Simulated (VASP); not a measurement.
# HgTe (NiAs type) (P6_3/mmc) in VASP: relaxation of cell and atoms with PBE

Aim: the relaxation of cell and atoms of HgTe (NiAs type) with PBE.

All numbers are computed with VASP 6.6.1; they aren't measurements. Logs are shortened: lines on timing, memory, paths and dates and some standing lists are left out, and cuts for length are marked.

### Step 1. The cell of the first run

The structure is hexagonal, space group P6_3/mmc (No. 194). The conventional cell has a = 4.421 Å, b = 4.421 Å, c = 6.853 Å, α = 90.00°, β = 90.00°, γ = 120.00°. Hg (site symmetry -3m) has 6 Te at 3.07 Å and 2 Hg at 3.43 Å within 4.0 Å. Within 4.0 Å of Te (site symmetry -6m2) lie 6 Hg at 3.07 Å.

### Step 2. Relaxation of cell and atoms, PBE, target pressure -0.021 GPa, at which the enthalpy is minimised

Input file INCAR:

```
ALGO     = Normal         # electronic algorithm
EDIFF    = 1E-7           # SCF threshold, eV
EDIFFG   = -0.005         # ionic threshold
ENCUT    = 600            # plane-wave cutoff, eV
GGA      = PE             # functional
IBRION   = 2              # ionic algorithm
ISIF     = 3              # what is computed and relaxed
ISMEAR   = -1             # smearing method
LASPH    = T              # aspherical terms in the spheres
LCHARG   = F              # write CHGCAR
LREAL    = F              # projectors in reciprocal space
LWAVE    = F              # write WAVECAR
NELM     = 60             # most SCF steps
NSW      = 60             # ionic steps
PREC     = Accurate       # precision mode
PSTRESS  = -0.21000000000000002
SIGMA    = 0.1            # smearing width, eV
```

Input file KPOINTS:

```
k-points
0
Gamma
  9 9 5
```

Input file POSCAR:

```
HgTe
1.0
    4.4209934290      0.0000000000      0.0000000000
   -2.2104967145      3.8286926195      0.0000000000
    0.0000000000      0.0000000000      6.8525398150
Hg Te
2 2
Direct
    0.0000000000      0.0000000000      0.0000000000
    0.0000000000      0.0000000000      0.5000000000
    0.3333333333      0.6666666667      0.2500000000
    0.6666666667      0.3333333333      0.7500000000
```

Potentials or basis: VASP PAW PBE potentials, release 64 (Hg, Te).

The run is started by

```
cat potpaw_PBE.64/Hg/POTCAR potpaw_PBE.64/Te/POTCAR > POTCAR
mpirun -np 1 vasp_std > vasp.out
```

OUTCAR:

```text
EDIFF = 1E-7
   EDIFFG = -0.005
   ENCUT = 600
   GGA = PE
   IBRION = 2
   ISIF = 3
   ISMEAR = -1
   LASPH = T
   LREAL = F
   NELM = 60
   NSW = 60
   PREC = Accurate
   PSTRESS = -0.21000000000000002

 ion  position               nearest neighbor table
   1  0.000  0.000  0.000-   3 3.07   4 3.07   4 3.07   3 3.07   4 3.07   3 3.07   2 3.43   2 3.43

   2  0.000  0.000  0.500-   3 3.07   4 3.07   4 3.07   3 3.07   4 3.07   3 3.07   1 3.43   1 3.43

   3  0.333  0.667  0.250-   1 3.07   2 3.07   1 3.07   2 3.07   1 3.07   2 3.07
   4  0.667  0.333  0.750-   1 3.07   2 3.07   1 3.07   2 3.07   1 3.07   2 3.07

  LATTYP: Found a hexagonal cell.
 ALAT       =     4.4209934290
 C/A-ratio  =     1.5500000000

  Lattice vectors:

 A1 = (   4.4209934290,   0.0000000000,   0.0000000000)
 A2 = (  -2.2104967145,   3.8286926195,   0.0000000000)
 A3 = (   0.0000000000,   0.0000000000,   6.8525398150)

Analysis of symmetry for initial positions (statically):
=====================================================================
 Subroutine PRICEL returns:
 Original cell was already a primitive cell.

 Routine SETGRP: Setting up the symmetry group for a
 hexagonal supercell.

 Subroutine GETGRP returns: Found 24 space group operations
 (whereof 12 operations were pure point group operations)
 out of a pool of 24 trial point group operations.

The static configuration has the point symmetry D_3d.
 The point group associated with its full space group is D_6h.

Analysis of symmetry for dynamics (positions and initial velocities):
=====================================================================
 Subroutine PRICEL returns:
 Original cell was already a primitive cell.

 Routine SETGRP: Setting up the symmetry group for a
 hexagonal supercell.

 Subroutine GETGRP returns: Found 24 space group operations
 (whereof 12 operations were pure point group operations)
 out of a pool of 24 trial point group operations.

The dynamic configuration has the point symmetry D_3d.
 The point group associated with its full space group is D_6h.

 Subroutine INISYM returns: Found 24 space group operations
 (whereof 12 operations are pure point group operations),
 and found     1 'primitive' translations

----------------------------------------------------------------------------------------

                                     Primitive cell

  volume of cell :     115.9904

  direct lattice vectors                    reciprocal lattice vectors
     4.420993429  0.000000000  0.000000000     0.226193505  0.130592881  0.000000000
    -2.210496715  3.828692619  0.000000000     0.000000000  0.261185762  0.000000000
     0.000000000  0.000000000  6.852539815     0.000000000  0.000000000  0.145931294

  length of vectors
     4.420993429  4.420993429  6.852539815     0.261185762  0.261185762  0.145931294

  position of ions in fractional coordinates (direct lattice)
     0.000000000  0.000000000  0.000000000
     0.000000000  0.000000000  0.500000000
     0.333333333  0.666666667  0.250000000
     0.666666667  0.333333333  0.750000000

  ion indices of the primitive-cell ions
   primitive index   ion index
                 1           1
                 2           2
                 3           3
                 4           4

----------------------------------------------------------------------------------------

 KPOINTS: k-points

Automatic generation of k-mesh.
 Grid dimensions read from file:
 generate k-points for:    9    9    5

 Generating k-lattice:

  Cartesian coordinates                     Fractional coordinates (reciprocal lattice)
     0.025132612  0.014510320  0.000000000     0.111111111  0.000000000  0.000000000
     0.000000000  0.029020640  0.000000000     0.000000000  0.111111111  0.000000000
     0.000000000  0.000000000  0.029186259     0.000000000  0.000000000  0.200000000

  Length of vectors
     0.029020640  0.029020640  0.029186259

  Shift w.r.t. Gamma in fractional coordinates (k-lattice)
     0.000000000  0.000000000  0.000000000

 Subroutine IBZKPT returns following result:
 ===========================================

 Found     36 irreducible k-points:

 Following reciprocal coordinates:
            Coordinates               Weight
  0.000000  0.000000  0.000000      1.000000
  0.111111  0.000000  0.000000      6.000000
  0.222222 -0.000000  0.000000      6.000000
  0.333333  0.000000  0.000000      6.000000
  0.444444 -0.000000  0.000000      6.000000
  0.111111  0.111111  0.000000      6.000000
[... 16 lines left out ...]
  0.333333  0.222222  0.200000     24.000000
  0.333333  0.333333  0.200000      4.000000
 [... further k-points ...]
   k-points           NKPTS =     36   k-points in BZ     NKDIM =     36   number of bands    NBANDS=     22
   number of dos      NEDOS =    301   number of ions     NIONS =      4
   total plane-waves  NPLWV =  72576
   dimension x,y,z NGX =    36 NGY =   36 NGZ =   56
   dimension x,y,z NGXF=    72 NGYF=   72 NGZF=  112
   ions per type =               2   2
   NGX,Y,Z   is equivalent  to a cutoff of  13.54, 13.54, 13.59 a.u.
   NGXF,Y,Z  is equivalent  to a cutoff of  27.07, 27.07, 27.17 a.u.
 SYSTEM =  unknown system
   PREC   = accura    normal or accurate (medium, high low for compatibility)
   ISTART =      0    job   : 0-new  1-cont  2-samecut
   ICHARG =      2    charge: 1-file 2-atom 10-const
   ISPIN  =      1    spin polarized calculation?
   LNONCOLLINEAR =      F non collinear calculations
   LSORBIT =      F    spin-orbit coupling
   LASPH  =      T    aspherical Exc in radial PAW
   ENCUT  =  600.0 eV  44.10 Ry    6.64 a.u.   8.83  8.83 13.69*2*pi/ulx,y,z
   NELM   =     60;   NELMIN=  2; NELMDL= -5     # of ELM steps
   EDIFF  = 0.1E-06   stopping-criterion for ELM
   LREAL  =      F    real-space projection
   EDIFFG = -.5E-02   stopping-criterion for IOM
   NSW    =     60    number of steps for IOM
   IBRION =      2    ionic relax: 0-MD 1-quasi-New 2-CG
   NFREE  =      1    steps in history (QN), initial steepest desc. (CG)
   ISIF   =      3    stress and relaxation
   ISYM   =      2    0-nonsym 1-usesym 2-fastsym
   POTIM  = 0.5000    time-step for ionic-motion
   TEBEG  =    0.0;   TEEND  =   0.0 temperature during run
   PSTRESS=   -0.2 pullay stress
   NELECT =      36.0000    total number of electrons
   NUPDOWN=      -1.0000    fix difference up-down
   EMIN   =  10.00;   EMAX   =-10.00  energy-range for DOS
   EFERMI =   0.00;   METHOD = LEGACY
   ISMEAR =    -1;   SIGMA  =   0.10  broadening in eV -4-tet -1-fermi 0-gaus
   EFERMI_NEDOS =   21; number of points for ismear=-14 and -15
   IALGO  =     38    algorithm
   IMIX   =      4    mixing-type and parameters
     AMIX     =   0.40;   BMIX     =  1.00
     AMIX_MAG =   1.60;   BMIX_MAG =  1.00
  volume/ion in A,a.u.               =      29.00       195.69
  Fermi-wavevector in a.u.,A,eV,Ry     =   1.108413  2.094597 16.715843  1.228580
  Thomas-Fermi vector in A             =   2.244940
   LORBIT       =      0    0 simple, 1 ext, 2 COOP (PROOUT), +10 PAW based schemes
   GGA     = PE    functional components
   LHFCALC =     F    Hartree Fock is set to
   AEXX    =    0.0000 exact exchange contribution
   IVDW    =     0    specifies the selected vdW correction
   LEPSILON=     F    determine dielectric tensor
   LRPA    =     F    only Hartree local field effects (RPA)
 conjugate gradient relaxation of ions
 non-spin polarized calculation
  energy-cutoff  :      600.00
  volume of cell :      115.99
 maximum number of plane-waves:      3909
 NGX is ok and might be reduce to    36
   NGX = 17   NGY = 17   NGZ = 27

--------------------------------------- Ionic step        1  -------------------------------------------

 number of electron      35.9999997 magnetization

 Free energy of the ion-electron system (eV)
  ---------------------------------------------------
  ext. energy  EPLUGINS =         0.00000000
  ---------------------------------------------------
  free energy    TOTEN  =        -6.39877638 eV

  energy without entropy =       -6.33228118  energy(sigma->0) =       -6.36552878

------------------------ aborting loop because EDIFF is reached ----------------------------------------

  FORCE on cell =-STRESS in cart. coord.  units (eV):
  Direction    XX          YY          ZZ          XY          YZ          ZX
  --------------------------------------------------------------------------------------
  -------------------------------------------------------------------------------------
  Total        0.2921245      0.2921245      2.8246849      0.0000000      0.0000000     -0.0000000
  in kB        4.0351210      4.0351210     39.0174294      0.0000000      0.0000000     -0.0000000
  external PRESSURE =      15.9058905 kB  Pullay stress =      -0.2100000 kB

 VOLUME and BASIS-vectors are now :
 -----------------------------------------------------------------------------
  energy-cutoff  :      600.00
  volume of cell :      115.99
      direct lattice vectors                 reciprocal lattice vectors
     4.420993429  0.000000000  0.000000000     0.226193505  0.130592881  0.000000000
    -2.210496715  3.828692619  0.000000000     0.000000000  0.261185762  0.000000000
     0.000000000  0.000000000  6.852539815     0.000000000  0.000000000  0.145931294
[... 250 lines left out ...]
  FREE ENERGIE OF THE ION-ELECTRON SYSTEM (eV)
  ---------------------------------------------------
  free  energy   TOTEN  =        -6.5176356916 eV

  energy  without entropy=       -6.4609920305  energy(sigma->0) =       -6.48931386

  enthalpy is  TOTEN    =        -6.5330725826 eV   P V=       -0.0154368911

--------------------------------------- Ionic step        8  -------------------------------------------

 number of electron      36.0000000 magnetization

 Free energy of the ion-electron system (eV)
  ---------------------------------------------------
  ext. energy  EPLUGINS =         0.00000000
  ---------------------------------------------------
  free energy    TOTEN  =        -6.51788430 eV

  energy without entropy =       -6.46072417  energy(sigma->0) =       -6.48930424

 E-fermi :   3.9879     XC(G=0):  -9.6708

 val. band max:        3.9570735880   @ k =   0.3333   0.0000   0.2000
 cond. band min:       4.0259506964   @ k =   0.0000   0.0000   0.4000
 fundamental gap:      0.0688771084
 Fermi energy:         3.9878754132

 k-point     1 :       0.0000    0.0000    0.0000
  band No.  band energies     occupation
      1      -7.8255      2.00000
      2      -6.8349      2.00000
      3      -2.8863      2.00000
      4      -2.8863      2.00000
      5      -2.8759      2.00000
      6      -2.7886      2.00000
[... 14 lines left out ...]
     21       8.2914      0.00000
     22       9.0871      0.00000
[... 552 lines left out ...]
  band No.  band energies     occupation
      1      -6.6922      2.00000
      2      -6.6922      2.00000
      3      -2.8708      2.00000
      4      -2.8093      2.00000
      5      -2.8093      2.00000
      6      -2.6102      2.00000
[... 14 lines left out ...]
     21       8.2720      0.00000
     22       8.2720      0.00000

 [... further k-points ...]
[... 5 lines left out ...]
  --------------------------------------------------------------------------------------
  -------------------------------------------------------------------------------------
  Total       -0.0164426     -0.0164426     -0.0144777      0.0000000      0.0000000      0.0000000
  in kB       -0.2228112     -0.2228112     -0.1961854      0.0000000      0.0000000      0.0000000
  external PRESSURE =      -0.0039359 kB  Pullay stress =      -0.2100000 kB

 VOLUME and BASIS-vectors are now :
 -----------------------------------------------------------------------------
  energy-cutoff  :      600.00
  volume of cell :      118.23
      direct lattice vectors                 reciprocal lattice vectors
     4.278042380  0.000000000 -0.000000000     0.233751775  0.134956650 -0.000000000
    -2.139021190  3.704893379 -0.000000000     0.000000000  0.269913301  0.000000000
     0.000000000  0.000000000  7.459721853     0.000000000  0.000000000  0.134053256

 POSITION                                       TOTAL-FORCE (eV/Angst)
 -----------------------------------------------------------------------------------
      0.00000      0.00000     -0.00000        -0.000000      0.000000      0.000000
      0.00000      0.00000      3.72986        -0.000000      0.000000      0.000000
     -0.00000      2.46993      1.86493         0.000000     -0.000000      0.000000
      2.13902      1.23496      5.59479        -0.000000      0.000000     -0.000000
 -----------------------------------------------------------------------------------
    total drift:                               -0.000000      0.000000     -0.000000

  FREE ENERGIE OF THE ION-ELECTRON SYSTEM (eV)
  ---------------------------------------------------
  free  energy   TOTEN  =        -6.5178843036 eV

  energy  without entropy=       -6.4607241685  energy(sigma->0) =       -6.48930424

  enthalpy is  TOTEN    =        -6.5333814646 eV   P V=       -0.0154971609

 reached required accuracy - stopping structural energy minimisation
```

Wall time 3.9 min (1 thread of Intel Xeon 6975P-C (Granite Rapids), shared host); peak memory 0.34 GiB.

What came out:

* Free energy: -6.5179 eV
* Relaxed volume: 29.56 Å³/atom
* Relaxed cell: a = 4.278 Å, b = 4.278 Å, c = 7.460 Å, α = 90.00°, β = 90.00°, γ = 120.00°
* Space group after relaxing (to 0.1 Å): P6_3/mmc (No. 194)
* Energy change on relaxing (the run minimises the enthalpy): -29.8 meV/atom
* Ionic steps: 8
* Pressure after relaxing: 0.0 GPa
* Band gap on the k mesh: zero (bands 18 and 19 overlap by 2.21 eV)

The path:
| step | energy change (eV) | largest force (eV/Å) | pressure (GPa) | volume (Å³) |
| --- | --- | --- | --- | --- |
| 1 | 0.0000 | 0.0000 | 1.57 | 115.99 |
| 2 | -0.0580 | 0.0000 | -0.52 | 120.85 |
| 3 | -0.0606 | 0.0000 | -1.10 | 122.45 |
| 4 | -0.0982 | 0.0000 | -0.82 | 121.07 |
| 5 | -0.1172 | 0.0000 | -0.44 | 119.44 |
| 6 | -0.1179 | 0.0000 | -0.36 | 119.09 |
| 7 | -0.1189 | 0.0000 | 0.17 | 117.77 |
| 8 | -0.1191 | 0.0000 | -0.02 | 118.23 |

Final structure:
```xyz
4
Lattice="4.2780 0.0000 0.0000 -2.1390 3.7049 0.0000 0.0000 0.0000 7.4597" Properties=species:S:1:pos:R:3 pbc="T T T"
Hg    0.0000    0.0000    0.0000
Hg    0.0000    0.0000    3.7299
Te    0.0000    2.4699    1.8649
Te    2.1390    1.2350    5.5948
```

Levels at points of the mesh, in eV from the Fermi level:
```tsv
k point	band 15	band 16	band 17	band 18	band 19	band 20	band 21	band 22
(0.00, 0.00, 0.00)	-1.02	-0.55	-0.55	0.33	0.33	2.82	4.30	5.10
```

Caveat: the cell is relaxed towards a set pressure, so the run minimises the enthalpy, not the energy; spin-orbit coupling is left out, which moves the levels of the heavy elements.

The gap in the log of VASP goes by the Fermi energy; the results here count the filled bands.